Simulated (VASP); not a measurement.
Here is a VASP 6.6.1 calculation.

POSCAR

```
BeB15N15
1.0
   -3.6241103844      3.6241103844     -3.6241103844
    3.6241103844      3.6241103844      3.6241103844
    3.6241103844     -3.6241103844     -3.6241103844
B Be N
15 1 15
Direct
   -0.0019083987     -0.0030621174     -0.0124004695
    0.0032538634      0.2486770424      0.7498202438
    0.0032475835      0.4996852143      0.4988008685
   -0.0018947747      0.7374158856      0.2470735525
    0.2498451508      0.0020942500      0.7498345882
    0.2498368072      0.4996837681      0.2522153472
    0.2485060714      0.7489845438     -0.0008922010
    0.5008681592      0.0020907627      0.4988081226
    0.5008564627      0.2486742440      0.2522163318
    0.4975378127      0.4963822092     -0.0015062124
    0.4975378334      0.7483527213      0.7465028832
    0.7386387501     -0.0030547748      0.2470578619
    0.7501461228      0.2473358422     -0.0008880837
    0.7495224927      0.4963761236      0.7465009450
    0.7501437877      0.7489831752      0.4974714554
    0.2465866384      0.2454253916      0.4955515040
   -0.0012326158      0.2472867307      0.0020341022
    0.0026608619      0.5000828201      0.7502063908
   -0.0012267651      0.7519152928      0.4974189768
    0.2484473608     -0.0023928416      0.0020466607
    0.2482775362      0.2471113044      0.7593370728
    0.2482731948      0.5091987541      0.4972393777
    0.2484518788      0.7519136201      0.2477349224
    0.5012433779      0.0014972025      0.7502083756
    0.5103667530      0.2471059843      0.4972378646
    0.5012423787      0.5000825676      0.2516289654
    0.5020293532      0.7495756287     -0.0002993429
    0.7530822832     -0.0023916728      0.4974144111
    0.7530665066      0.2472907963      0.2477325697
    0.7507382618      0.5008684911     -0.0002955903
    0.7507325222      0.7495690765      0.7509922004
```

The input INCAR.step1:

```
ALGO = Normal
EDIFF = 1E-5
ENCUT = 520
GGA = PE
GGA_COMPAT = False
ISIF = 2
ISMEAR = -1
ISYM = -1
LASPH = True
LCHARG = False
LREAL = Auto
LWAVE = True
NBANDS = 82
NELM = 120
PREC = Accurate
SIGMA = 0.01
```

File INCAR.step2:

```
ALGO = Normal
EDIFF = 1E-6
ENCUT = 520
GGA = PE
GGA_COMPAT = False
HFSCREEN = 0.2079
ISIF = 2
ISMEAR = -1
ISTART = 1
ISYM = -1
LASPH = True
LCHARG = False
LHFCALC = True
LREAL = Auto
LWAVE = False
NBANDS = 82
NELM = 120
PREC = Accurate
PRECFOCK = Fast
SIGMA = 0.01
```

The input KPOINTS:

```
explicit points
1
Reciprocal
  0.25000000   0.25000000   0.25000000 1
```

Potentials or basis: VASP PAW PBE potentials, release 64 (B, Be, N).

Launch:

```console
$ cat potpaw_PBE.64/B/POTCAR potpaw_PBE.64/Be/POTCAR potpaw_PBE.64/N/POTCAR > POTCAR
$ cp INCAR.step1 INCAR
$ mpirun -np 1 vasp_std > vasp.out
$ cp INCAR.step2 INCAR
$ mpirun -np 1 vasp_std > vasp.out
```

What does it give for the pressure?

-8.3 GPa.

What does it give for the largest force?

0.133 eV/Å.

Estimate the band gap on the k mesh.

6.19 eV.

Forces on the atoms (eV/Å):
```
B   -0.087  0.053  0.086
B    0.017 -0.007 -0.010
B    0.019  0.010  0.007
B   -0.086 -0.084 -0.050
B    0.010 -0.007 -0.017
B    0.011  0.018  0.007
B   -0.002  0.000 -0.001
B   -0.006  0.009 -0.015
B   -0.006  0.016 -0.010
B    0.011 -0.010 -0.013
B    0.013  0.013  0.010
B    0.052 -0.088  0.086
B    0.000  0.000  0.004
B   -0.010  0.012 -0.013
B   -0.001 -0.002  0.000
Be   0.074  0.074 -0.075
N   -0.009  0.005  0.008
N    0.000 -0.002  0.002
N   -0.010 -0.010 -0.007
N   -0.010  0.006  0.009
N    0.038 -0.033 -0.036
N    0.037  0.037  0.034
N   -0.010 -0.010 -0.007
N   -0.002 -0.003 -0.001
N   -0.032  0.038 -0.037
N   -0.002  0.000  0.002
N    0.015 -0.017  0.017
N    0.006 -0.009  0.009
N    0.005 -0.008  0.007
N   -0.018 -0.018 -0.015
N   -0.017  0.015  0.018
```

Caveat: the PAW data sets were made with another functional, which shifts forces and pressure a little.
